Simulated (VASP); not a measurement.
# Re (P6_3/mmc) in VASP: further runs

The runs below take Re through single point, with LDA, PBE+D3(BJ), revPBE, BLYP+D3(BJ).

Everything below comes from runs of VASP 6.6.1. Logs are shortened: lines on timing, memory, paths and dates and some standing lists are left out, and cuts for length are marked.

## (1) The cell of the first run

The structure is hexagonal, space group P6_3/mmc (No. 194). Conventional cell: a = 2.761 Å, b = 2.761 Å, c = 4.458 Å, α = 90.00°, β = 90.00°, γ = 120.00°. Within 3.6 Å of Re (site symmetry -6m2) lie 12 Re at 2.74 to 2.76 Å.

## (2) Single point, LDA

The input, INCAR:

```
SYSTEM = Re
ALGO = Normal
EDIFF = 1E-6
ENCUT = 520
ISIF = 2
ISMEAR = -1
LASPH = .TRUE.
LCHARG = .FALSE.
LREAL = .FALSE.
LWAVE = .FALSE.
NBANDS = 14
NELM = 60
PREC = Accurate
SIGMA = 0.05
```

The input, KPOINTS:

```
k-points
0
G
  11 11 6
  0 0 0
```

The input, POSCAR:

```
Re
1.0
    2.7608000000      0.0000000000      0.0000000000
   -1.3804000000      2.3909229348      0.0000000000
    0.0000000000      0.0000000000      4.4582000000
Re
2
Direct
    0.6666666667      0.3333333333      0.7500000000
    0.3333333333      0.6666666667      0.2500000000
```

Potentials or basis: VASP PAW LDA potentials, release 64 (Re).

Run with:

```sh
> cat potpaw_LDA.64/Re/POTCAR > POTCAR
> mpirun -np 1 vasp_std > vasp.out
```

OUTCAR:

```text
SYSTEM = Re
   EDIFF = 1E-6
   ENCUT = 520
   ISIF = 2
   ISMEAR = -1
   LASPH = .TRUE.
   LREAL = .FALSE.
   NELM = 60
   PREC = Accurate

 ion  position               nearest neighbor table
   1  0.667  0.333  0.750-   2 2.74   2 2.74   2 2.74   2 2.74   2 2.74   2 2.74
   2  0.333  0.667  0.250-   1 2.74   1 2.74   1 2.74   1 2.74   1 2.74   1 2.74

  LATTYP: Found a hexagonal cell.
 ALAT       =     2.7608000000
 C/A-ratio  =     1.6148217908

  Lattice vectors:

 A1 = (   2.7608000000,   0.0000000000,   0.0000000000)
 A2 = (  -1.3804000000,   2.3909229348,   0.0000000000)
 A3 = (   0.0000000000,   0.0000000000,   4.4582000000)

Analysis of symmetry for initial positions (statically):
=====================================================================
 Subroutine PRICEL returns:
 Original cell was already a primitive cell.

 Routine SETGRP: Setting up the symmetry group for a
 hexagonal supercell.

 Subroutine GETGRP returns: Found 24 space group operations
 (whereof 12 operations were pure point group operations)
 out of a pool of 24 trial point group operations.

The static configuration has the point symmetry D_3d.
 The point group associated with its full space group is D_6h.

Analysis of symmetry for dynamics (positions and initial velocities):
=====================================================================
 Subroutine PRICEL returns:
 Original cell was already a primitive cell.

 Routine SETGRP: Setting up the symmetry group for a
 hexagonal supercell.

 Subroutine GETGRP returns: Found 24 space group operations
 (whereof 12 operations were pure point group operations)
 out of a pool of 24 trial point group operations.

The dynamic configuration has the point symmetry D_3d.
 The point group associated with its full space group is D_6h.

 Subroutine INISYM returns: Found 24 space group operations
 (whereof 12 operations are pure point group operations),
 and found     1 'primitive' translations

----------------------------------------------------------------------------------------

                                     Primitive cell

  volume of cell :      29.4280

  direct lattice vectors                    reciprocal lattice vectors
     2.760800000  0.000000000  0.000000000     0.362213851  0.209124264  0.000000000
    -1.380400000  2.390922935  0.000000000     0.000000000  0.418248529  0.000000000
     0.000000000  0.000000000  4.458200000     0.000000000  0.000000000  0.224305774

  length of vectors
     2.760800000  2.760800000  4.458200000     0.418248529  0.418248529  0.224305774

  position of ions in fractional coordinates (direct lattice)
     0.666666667  0.333333333  0.750000000
     0.333333333  0.666666667  0.250000000

  ion indices of the primitive-cell ions
   primitive index   ion index
                 1           1
                 2           2

----------------------------------------------------------------------------------------

 KPOINTS: k-points

Automatic generation of k-mesh.
 Grid dimensions read from file:
 generate k-points for:   11   11    6

 Generating k-lattice:

  Cartesian coordinates                     Fractional coordinates (reciprocal lattice)
     0.032928532  0.019011297  0.000000000     0.090909091 -0.000000000  0.000000000
     0.000000000  0.038022594  0.000000000     0.000000000  0.090909091  0.000000000
     0.000000000  0.000000000  0.037384296     0.000000000  0.000000000  0.166666667

  Length of vectors
     0.038022594  0.038022594  0.037384296

  Shift w.r.t. Gamma in fractional coordinates (k-lattice)
     0.000000000  0.000000000  0.000000000

 Subroutine IBZKPT returns following result:
 ===========================================

 Found     64 irreducible k-points:

 Following reciprocal coordinates:
            Coordinates               Weight
  0.000000  0.000000  0.000000      1.000000
  0.090909 -0.000000  0.000000      6.000000
  0.181818 -0.000000  0.000000      6.000000
  0.272727 -0.000000  0.000000      6.000000
  0.363636 -0.000000  0.000000      6.000000
  0.454545 -0.000000  0.000000      6.000000
[... 16 lines left out ...]
  0.090909  0.090909  0.166667     12.000000
  0.181818  0.090909  0.166667     24.000000
 [... further k-points ...]
   k-points           NKPTS =     64   k-points in BZ     NKDIM =     64   number of bands    NBANDS=     14
   number of dos      NEDOS =    301   number of ions     NIONS =      2
   total plane-waves  NPLWV =  20736
   dimension x,y,z NGX =    24 NGY =   24 NGZ =   36
   dimension x,y,z NGXF=    48 NGYF=   48 NGZF=   72
   ions per type =               2
   NGX,Y,Z   is equivalent  to a cutoff of  14.45, 14.45, 13.42 a.u.
   NGXF,Y,Z  is equivalent  to a cutoff of  28.90, 28.90, 26.85 a.u.
 SYSTEM =  Re
   PREC   = accura    normal or accurate (medium, high low for compatibility)
   ISTART =      0    job   : 0-new  1-cont  2-samecut
   ICHARG =      2    charge: 1-file 2-atom 10-const
[... 31 lines left out ...]
   GGA     = CA    functional components
   LHFCALC =     F    Hartree Fock is set to
   AEXX    =    0.0000 exact exchange contribution
   IVDW    =     0    specifies the selected vdW correction
   LEPSILON=     F    determine dielectric tensor
   LRPA    =     F    only Hartree local field effects (RPA)
 non-spin polarized calculation
  energy-cutoff  :      520.00
  volume of cell :       29.43
 maximum number of plane-waves:       808
 NGX is ok and might be reduce to    24
   NGX = 11   NGY = 11   NGZ = 17

 number of electron      14.0000000 magnetization

 Free energy of the ion-electron system (eV)
  ---------------------------------------------------
  ext. energy  EPLUGINS =         0.00000000
  ---------------------------------------------------
  free energy    TOTEN  =       -27.51362703 eV

  energy without entropy =      -27.50030695  energy(sigma->0) =      -27.50696699

 E-fermi :   7.8600     XC(G=0): -13.8416

 val. band max:        7.8393088253   @ k =   0.3636  -0.0000   0.3333
 cond. band min:       7.8997563556   @ k =   0.1818   0.0909   0.0000
 fundamental gap:      0.0604475303
 Fermi energy:         7.8600182593

 k-point     1 :       0.0000    0.0000    0.0000
  band No.  band energies     occupation
      1      -1.9474      2.00000
      2       1.2390      2.00000
      3       6.2438      2.00000
      4       6.2438      2.00000
      5       6.2440      2.00000
      6       7.0795      2.00000
      7       7.0795      2.00000
      8       8.0086      0.09743
      9       8.0086      0.09743
     10       8.5899      0.00000
     11      11.1938      0.00000
     12      11.1938      0.00000
     13      17.8738      0.00000
     14      22.0629      0.00000

 k-point     2 :       0.0909   -0.0000    0.0000
  band No.  band energies     occupation
      1      -1.6108      2.00000
      2       1.5522      2.00000
      3       5.6133      2.00000
      4       6.5536      2.00000
      5       6.7348      2.00000
      6       6.8957      2.00000
      7       7.2576      1.99999
      8       7.3722      1.99988
      9       7.7576      1.77173
     10       8.0100      0.09490
     11      11.3617      0.00000
     12      12.5487      0.00000
     13      17.8484      0.00000
     14      22.7997      0.00000

 k-point     3 :       0.1818   -0.0000    0.0000
  band No.  band energies     occupation
      1      -0.6835      2.00000
      2       2.2916      2.00000
      3       4.9547      2.00000
      4       5.6121      2.00000
      5       6.2904      2.00000
      6       7.2000      2.00000
      7       7.4532      1.99941
      8       7.5705      1.99391
      9       7.5827      1.99222
     10       8.2148      0.00166
     11      11.6904      0.00000
     12      14.7782      0.00000
     13      17.6377      0.00000
     14      24.2383      0.00000
[... 324 lines left out ...]
 k-point    23 :       0.0909    0.0909    0.1667
  band No.  band energies     occupation
      1      -0.6777      2.00000
      2       2.1621      2.00000
      3       5.1186      2.00000
      4       5.3795      2.00000
      5       6.2610      2.00000
      6       6.7790      2.00000
      7       7.0141      2.00000
      8       7.5676      1.99425
      9       8.3129      0.00023
     10       8.3456      0.00012
     11      11.4583      0.00000
     12      13.2761      0.00000
     13      19.1505      0.00000
     14      23.4778      0.00000

 k-point    24 :       0.1818    0.0909    0.1667
  band No.  band energies     occupation
      1       0.3718      2.00000
      2       2.9461      2.00000
      3       4.3099      2.00000
      4       4.6319      2.00000
      5       5.8857      2.00000
      6       6.5805      2.00000
      7       7.1917      2.00000
      8       8.1271      0.00953
      9       8.8440      0.00000
     10       9.2297      0.00000
     11      11.5942      0.00000
     12      14.6943      0.00000
     13      19.0697      0.00000
     14      23.8613      0.00000

 [... further k-points ...]

------------------------ aborting loop because EDIFF is reached ----------------------------------------

  FORCE on cell =-STRESS in cart. coord.  units (eV):
  Direction    XX          YY          ZZ          XY          YZ          ZX
  --------------------------------------------------------------------------------------
  -------------------------------------------------------------------------------------
  Total       -1.6049787     -1.6049787     -1.7046874      0.0000000      0.0000000      0.0000000
  in kB      -87.3815580    -87.3815580    -92.8101047      0.0000000      0.0000000      0.0000000
  external PRESSURE =     -89.1910736 kB  Pullay stress =       0.0000000 kB

 VOLUME and BASIS-vectors are now :
 -----------------------------------------------------------------------------
  energy-cutoff  :      520.00
  volume of cell :       29.43
      direct lattice vectors                 reciprocal lattice vectors
     2.760800000  0.000000000  0.000000000     0.362213851  0.209124264  0.000000000
    -1.380400000  2.390922935  0.000000000     0.000000000  0.418248529  0.000000000
     0.000000000  0.000000000  4.458200000     0.000000000  0.000000000  0.224305774

 POSITION                                       TOTAL-FORCE (eV/Angst)
 -----------------------------------------------------------------------------------
      1.38040      0.79697      3.34365         0.000000      0.000000      0.000000
     -0.00000      1.59395      1.11455        -0.000000     -0.000000      0.000000
 -----------------------------------------------------------------------------------
    total drift:                               -0.000000      0.000000     -0.000000

  FREE ENERGIE OF THE ION-ELECTRON SYSTEM (eV)
  ---------------------------------------------------
  free  energy   TOTEN  =       -27.5136270306 eV

  energy  without entropy=      -27.5003069528  energy(sigma->0) =      -27.50696699
```

It took 9.4 s on 1 thread of Intel Xeon 6975P-C (Granite Rapids), shared host; peak memory 0.14 GiB.

What came out:

| Item | Value |
| --- | --- |
| Free energy | -27.5136 eV |
| Pressure | -8.9 GPa |
| Band gap on the k mesh | zero (band 7 reaches 9.30 eV, above the bottom of band 8 at 6.11 eV) |

Caveat: spin-orbit coupling is left out, which moves the levels of the heavy elements.

## (3) Single point, LDA

This run uses another cell than the first one, of 15.01 Å³/atom, 1.020 times its volume.

The input, INCAR:

```
PREC     = Accurate       # precision mode
ENCUT    = 520            # plane-wave cutoff, eV
EDIFF    = 1E-6           # SCF threshold, eV
ISMEAR   = -1             # smearing method
SIGMA    = 0.05           # smearing width, eV
LREAL    = False          # projectors in reciprocal space
LASPH    = True           # aspherical terms in the spheres
NELM     = 60             # most SCF steps
ALGO     = Fast           # electronic algorithm
ISIF     = 2              # what is computed and relaxed
LWAVE    = False          # write WAVECAR
LCHARG   = True           # write CHGCAR
GGA      = CA             # functional
LELF     = True           # ELF
LVHAR    = True         
NBANDS   = 14             # bands
```

The input, KPOINTS:

```
Automatic mesh
0
Gamma
  11 11 6
```

The input, POSCAR:

```
Re
1.0
    2.7790839766      0.0000000000      0.0000000000
   -1.3895419883      2.4067573230      0.0000000000
    0.0000000000      0.0000000000      4.4877253638
Re
2
Direct
    0.6666666667      0.3333333333      0.7500000000
    0.3333333333      0.6666666667      0.2500000000
```

Potentials or basis: VASP PAW LDA potentials, release 64 (Re).

Run with:

```sh
> cat potpaw_LDA.64/Re/POTCAR > POTCAR
> mpirun -np 1 vasp_std > vasp.out
```

It took 12 s on 1 thread of Intel Xeon 6975P-C (Granite Rapids), shared host; peak memory 0.14 GiB.

Results (log left out):

| Quantity | Value |
| --- | --- |
| Free energy | -27.4682 eV |
| Pressure | -15.9 GPa |
| Band gap on the k mesh | zero (band 7 reaches 8.99 eV, above the bottom of band 8 at 5.92 eV) |

Stress tensor (GPa, compression positive):
```
-15.75   0.00   0.00
  0.00 -15.75   0.00
  0.00   0.00 -16.33
```

Levels at points of the mesh, in eV from the Fermi level:
| k point | band 4 | band 5 | band 6 | band 7 | band 8 | band 9 | band 10 | band 11 |
| --- | --- | --- | --- | --- | --- | --- | --- | --- |
| (0.00, 0.00, 0.00) | -1.56 | -1.56 | -0.75 | -0.75 | 0.15 | 0.15 | 0.69 | 3.25 |
| (0.00, 0.00, 0.50) | -2.32 | -1.69 | -1.69 | -1.69 | -1.69 | 2.44 | 2.44 | 2.44 |

Caveat: spin-orbit coupling is left out, which moves the levels of the heavy elements.

## (4) Single point, PBE+D3(BJ)

This run uses another cell than the first one, of 15.01 Å³/atom, 1.020 times its volume.

The input, INCAR:

```
SYSTEM = Re
ALGO = Normal
EDIFF = 1E-6
ENCUT = 520
GGA = PE
ISIF = 2
ISMEAR = -1
IVDW = 12
LASPH = .True.
LCHARG = .False.
LREAL = .False.
LWAVE = .False.
NBANDS = 14
NELM = 80
PREC = Accurate
SIGMA = 0.05
```

The input, KPOINTS:

```
k-points
0
Gamma
  11 11 6
  0 0 0
```

POSCAR is that of step 3.

Potentials or basis: VASP PAW PBE potentials, release 64 (Re).

Run with:

```sh
> cat potpaw_PBE.64/Re/POTCAR > POTCAR
> mpirun -np 1 vasp_std > vasp.out
```

It took 11 s on 1 thread of Intel Xeon 6975P-C (Granite Rapids), shared host; peak memory 0.18 GiB.

Results (log left out):

| Quantity | Value |
| --- | --- |
| Free energy | -26.1373 eV |
| Pressure | -9.0 GPa |
| Band gap on the k mesh | zero (band 7 reaches 8.94 eV, above the bottom of band 8 at 5.99 eV) |
| Dispersion energy per atom | -0.642 eV |

Stress tensor (GPa, compression positive):
```
-9.05  0.00  0.00
 0.00 -9.05  0.00
 0.00  0.00 -8.91
```

Levels at points of the mesh, in eV from the Fermi level:
| k point | band 4 | band 5 | band 6 | band 7 | band 8 | band 9 | band 10 | band 11 |
| --- | --- | --- | --- | --- | --- | --- | --- | --- |
| (0.00, 0.00, 0.00) | -1.53 | -1.53 | -0.72 | -0.72 | 0.18 | 0.18 | 0.57 | 3.27 |
| (0.00, 0.00, 0.50) | -2.33 | -1.66 | -1.66 | -1.66 | -1.66 | 2.47 | 2.47 | 2.47 |

Caveat: spin-orbit coupling is left out, which moves the levels of the heavy elements; pairwise dispersion overbinds metals, which lowers pressure and volume.

## (5) Single point, revPBE

This run uses another cell than the first one, of 15.01 Å³/atom, 1.020 times its volume.

The input, INCAR:

```
PREC = Accurate ; ENCUT = 520
EDIFF = 1E-6 ; ISMEAR = -1
SIGMA = 0.05 ; LREAL = F
LASPH = T ; NELM = 100
ALGO = Fast ; ISIF = 2
LWAVE = F ; LCHARG = F
GGA = RE ; NBANDS = 14
```

The input, KPOINTS:

```
regular mesh
0
Gamma
  11 11 6
```

POSCAR is that of step 4.

Run with:

```sh
> cat potpaw_PBE.64/Re/POTCAR > POTCAR
> mpirun -np 1 vasp_std > vasp.out
```

Run time: 12 s. Hardware: 1 thread of Intel Xeon 6975P-C (Granite Rapids), shared host; peak memory 0.16 GiB.

It converged, with:

```yaml
Free_energy: -23.8839 eV
Pressure: 0.8 GPa
Band_gap_on_the_k_mesh: zero (band 7 reaches 8.98 eV, above the bottom of band 8 at 6.05 eV)
```

Stress tensor (GPa, compression positive):
```
0.67 0.00 0.00
0.00 0.67 0.00
0.00 0.00 0.94
```

Levels at points of the mesh, in eV from the Fermi level:
```csv
k point,band 3,band 4,band 5,band 6,band 7,band 8,band 9,band 10,band 11,band 12
"(0.00, 0.00, 0.00)",-1.53,-1.53,-1.53,-0.72,-0.72,0.18,0.18,0.56,3.27,3.27
"(0.00, 0.00, 0.50)",-2.33,-2.33,-1.66,-1.66,-1.66,-1.66,2.47,2.47,2.47,2.47
```

Caveat: the PAW data sets were made with another functional, which shifts forces and pressure a little; spin-orbit coupling is left out, which moves the levels of the heavy elements.

## (6) Single point, BLYP+D3(BJ)

This run uses another cell than the first one, of 15.01 Å³/atom, 1.020 times its volume.

The input, INCAR:

```
SYSTEM = Re
PREC = Accurate
ENCUT = 520
EDIFF = 1E-6
ISMEAR = -1
SIGMA = 0.05
LREAL = .False.
LASPH = .True.
NELM = 100
ALGO = Normal
ISIF = 2
LWAVE = .False.
LCHARG = .False.
GGA = B5
ALDAX = 1.0
AGGAX = 1.0
AGGAC = 1.0
ALDAC = 0.0
IVDW = 12
VDW_S6 = 1.0
VDW_S8 = 2.6996
VDW_A1 = 0.4298
VDW_A2 = 4.2359
NBANDS = 14
```

The input, KPOINTS:

```
Automatic mesh
0
Gamma
  11 11 6
  0 0 0
```

POSCAR is that of step 5.

Potentials or basis: VASP PAW PBE potentials, release 64 (Re).

Run with:

```sh
> cat potpaw_PBE.64/Re/POTCAR > POTCAR
> mpirun -np 1 vasp_std > vasp.out
```

Wall time 15 s (1 thread of Intel Xeon 6975P-C (Granite Rapids), shared host); peak memory 0.17 GiB.

Results (log left out):

| Quantity | Value |
| --- | --- |
| Free energy | -24.6081 eV |
| Pressure | -3.4 GPa |
| Band gap on the k mesh | zero (band 7 reaches 9.79 eV, above the bottom of band 8 at 6.55 eV) |
| Dispersion energy per atom | -1.561 eV |

Stress tensor (GPa, compression positive):
```
-3.09  0.00  0.00
 0.00 -3.09  0.00
 0.00  0.00 -4.01
```

Levels at points of the mesh, in eV from the Fermi level:
| k point | band 3 | band 4 | band 5 | band 6 | band 7 | band 8 | band 9 | band 10 | band 11 | band 12 |
| --- | --- | --- | --- | --- | --- | --- | --- | --- | --- | --- |
| (0.00, 0.00, 0.00) | -1.60 | -1.59 | -1.59 | -0.79 | -0.79 | 0.11 | 0.11 | 0.87 | 3.21 | 3.21 |
| (0.00, 0.00, 0.50) | -2.31 | -2.31 | -1.72 | -1.72 | -1.72 | -1.72 | 2.39 | 2.39 | 2.39 | 2.39 |

Caveat: the PAW data sets were made with another functional, which shifts forces and pressure a little; spin-orbit coupling is left out, which moves the levels of the heavy elements; pairwise dispersion overbinds metals, which lowers pressure and volume.

## (7) Overview

| level | potentials or basis | cell | gap on the mesh (eV) | pressure (GPa) |
| --- | --- | --- | --- | --- |
| LDA | VASP PAW LDA potentials, release 64 (Re) | a = 2.761, b = 2.761, c = 4.458 Å, angles 90.0, 90.0, 120.0°, 2 atoms | none | -8.9 |
| LDA | VASP PAW LDA potentials, release 64 (Re) | a = 2.779, b = 2.779, c = 4.488 Å, angles 90.0, 90.0, 120.0°, 2 atoms | none | -15.9 |
| PBE+D3(BJ) | VASP PAW PBE potentials, release 64 (Re) | a = 2.779, b = 2.779, c = 4.488 Å, angles 90.0, 90.0, 120.0°, 2 atoms | none | -9.0 |
| revPBE | VASP PAW PBE potentials, release 64 (Re) | a = 2.779, b = 2.779, c = 4.488 Å, angles 90.0, 90.0, 120.0°, 2 atoms | none | 0.8 |
| BLYP+D3(BJ) | VASP PAW PBE potentials, release 64 (Re) | a = 2.779, b = 2.779, c = 4.488 Å, angles 90.0, 90.0, 120.0°, 2 atoms | none | -3.4 |

Alike in all rows: task single point; no spin polarisation; k mesh 11 × 11 × 6; cutoff (eV) 520; smearing fermi-dirac 0.05 eV.

Caveats: spin-orbit coupling is left out, which moves the levels of the heavy elements; pairwise dispersion overbinds metals, which lowers pressure and volume (some runs); the PAW data sets were made with another functional, which shifts forces and pressure a little (some runs).

Total energies depend on the potentials used, so only differences within one code and one set of settings carry meaning.
